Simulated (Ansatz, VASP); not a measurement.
Ga in VASP and in Ansatz

The input INCAR:

```
SYSTEM = Ga
PREC = Accurate ; ENCUT = 600
EDIFF = 1E-6 ; ISMEAR = -1
SIGMA = 0.1 ; LREAL = .FALSE.
LASPH = .TRUE. ; NELM = 80
ALGO = Normal ; ISIF = 3
LWAVE = .FALSE. ; LCHARG = .FALSE.
GGA = PS ; IBRION = 2
NSW = 80 ; EDIFFG = -0.01
```

The input KPOINTS:

```
regular mesh
0
G
  8 8 11
  0 0 0
```

File POSCAR:

```
Ga
1.0
    4.8020307411      0.0000000000      0.0000000000
   -2.4010153706      4.1586806116      0.0000000000
    0.0000000000      0.0000000000      2.9436448443
Ga
3
Direct
    0.0000000000      0.0000000000      0.0000000000
    0.3333333333      0.6666666667      0.5000000000
    0.6666666667      0.3333333333      0.5000000000
```

Input for Ansatz:

```yaml
crystal:
  lattice:
    - [4.8020307411, 0.0, 0.0]
    - [-2.4010153706, 4.1586806116, 0.0]
    - [0.0, 0.0, 2.9436448443]
  atoms:
    - { symbol: Ga, position: [0.0, 0.0, 0.0] }
    - { symbol: Ga, position: [0.3333333333, 0.6666666667, 0.5] }
    - { symbol: Ga, position: [0.6666666667, 0.3333333333, 0.5] }
hamiltonian:
  xc: pbesol
  pseudopotentials:
    kind: paw
    azcp:
      Ga: "pseudopotentials/Ga.paw.azcp"
basis:
  ecutwfc: 420
  fft_grid_basis: typed
kpoints:
  mp_grid: { grid: [8, 8, 11], shift: [0, 0, 0] }
magnetization:
  spin_polarized: false
scf:
  occupations: { method: fermi_dirac, width: 0.1 }
relax:
  max_steps: 60
  f_tol: 0.01
  cell: {}
```

Alike in both runs: task relaxation of cell and atoms; functional PBEsol; k mesh 8 × 8 × 11; occupations fermi-dirac, width 0.1 eV; no spin polarisation.

|  | VASP | Ansatz |
| --- | --- | --- |
| version | VASP 6.6.1 | Ansatz 0.2.0 |
| potentials or method | VASP PAW PBE potentials, release 64 (Ga_d), cutoff 600 eV | plane waves (420 eV) with PAW, scalar-relativistic |
| valence electrons in the cell | 39 | 39 |

|  | VASP | Ansatz | Ansatz less VASP |
| --- | --- | --- | --- |
| relaxed volume (Å³/atom) | 18.04 | 18.06 | +0.022 |
| relaxed cell length with the largest relative difference (Å) | 2.942 | 2.947 | +0.0048 |

VASP's potentials were made for PBE, not for PBEsol, and Ansatz warns of the same on its side.
